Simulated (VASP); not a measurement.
Runs of VASP 6.6.1 on H2Se. The structure is that of space group P4mm (No. 99), or close to it. The cells are those of the table. 

```tsv
task	cell	k mesh	cutoff (eV)	gap on the mesh (eV)	pressure (GPa)	largest force (eV/Å)
relaxation of cell and atoms	relaxed from a = 2.924, b = 2.924, c = 4.965 Å, 3 atoms	6 × 6 × 4	600	none	0.0	0.01
single point	a = 2.924, b = 2.924, c = 4.965 Å, 3 atoms	6 × 6 × 4	520	none	4.3	1.70
single point	a = 3.384, b = 3.384, c = 4.101 Å, 3 atoms	14 × 14 × 12	520	none	0.0	0.01
single point	a = 3.382, b = 3.382, c = 4.097 Å, 3 atoms	6 × 6 × 4	520	none	(a)	0.01
```

Alike in all rows: level PBE+D3(BJ); potentials or basis VASP PAW PBE potentials, release 64 (H, Se); no spin polarisation; smearing gaussian 0.1 eV.

Fill in the values left out.

(a) 0.2.

Caveats: some runs use coarse meshes; forces of over 1 eV/Å act on the atoms, so gaps and moduli don't describe the material at rest (some runs).

A k mesh can miss the band edges, and the runs leave out spin-orbit coupling on Se.

A gap of «none» marks levels without a gap at the run's occupations.
